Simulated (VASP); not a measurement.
Wanted: the native input for a VASP 6.6.1 run.

* Task: single point
* Functional: r2SCAN
* Potentials or basis: VASP PAW PBE potentials, release 64 (Si, O)
* Cutoff: 520 eV
* k mesh: 8 × 8 × 11
* Occupations: fermi-dirac, width 0.08 eV
* Spin: no spin polarisation
* Dipole correction: no
* Further INCAR settings: ALGO = Normal; EDIFF = 1e-06; NBANDS = 25

SiO2 (rutile type):

```
Si O
1.0
     3.71971    0.00000    0.00000
     0.00000    3.71971    0.00000
     0.00000    0.00000    2.43255
Si O
2 4
Cartesian
  0.0000 0.0000 0.0000
  1.8599 1.8599 1.2163
  1.1139 1.1139 0.0000
  2.6058 2.6058 0.0000
  2.9738 0.7459 1.2163
  0.7459 2.9738 1.2163
```

This cell differs from its parent crystal: volume scaled by 0.72, partial waves polarizable.

These files were run (other wordings do the same):

POSCAR

```
SiO2
1.0
    3.7197064672      0.0000000000      0.0000000000
    0.0000000000      3.7197064672      0.0000000000
    0.0000000000      0.0000000000      2.4325526924
Si O
2 4
Direct
    0.0000000000      0.0000000000      0.0000000000
    0.5000000000      0.5000000000      0.5000000000
    0.2994609284      0.2994609284      0.0000000000
    0.7005390716      0.7005390716      0.0000000000
    0.7994609284      0.2005390716      0.5000000000
    0.2005390716      0.7994609284      0.5000000000
```

INCAR.step1

```
SYSTEM = SiO2
  PREC = Accurate
  ENCUT = 520
  ISMEAR = -1
  SIGMA = 0.08
  LREAL = .False.
  LASPH = .True.
  NELM = 60
  NBANDS = 25
  GGA = PE
  ALGO = Normal
  EDIFF = 1E-4
  LWAVE = .True.
  LCHARG = .False.
```

INCAR.step2

```
SYSTEM = SiO2
  PREC = Accurate
  ENCUT = 520
  EDIFF = 1E-6
  ISMEAR = -1
  SIGMA = 0.08
  LREAL = .False.
  LASPH = .True.
  NELM = 60
  ALGO = Normal
  ISIF = 2
  LWAVE = .False.
  LCHARG = .False.
  METAGGA = R2SCAN
  LMIXTAU = .True.
  NBANDS = 25
  ISTART = 1
```

KPOINTS

```
Automatic mesh
0
Gamma
  8 8 11
  0 0 0
```

Potentials or basis: VASP PAW PBE potentials, release 64 (Si, O).

Run with:

```console
$ cat potpaw_PBE.64/Si/POTCAR potpaw_PBE.64/O/POTCAR > POTCAR
$ cp INCAR.step1 INCAR
$ mpirun -np 1 vasp_std > vasp.out
$ cp INCAR.step2 INCAR
$ mpirun -np 1 vasp_std > vasp.out
```

It gave:

| Quantity | Value |
| --- | --- |
| Pressure | 208.7 GPa |
| Largest force | 0.030 eV/Å |
| Band gap on the k mesh | 8.13 eV, direct |

Caveat: the PAW data sets were made with another functional, which shifts forces and pressure a little.

Wall time 3 min on 1 thread of Intel(R) Xeon(R) Platinum 8488C (Sapphire Rapids), with other jobs on the host, peak memory 0.17 GiB.
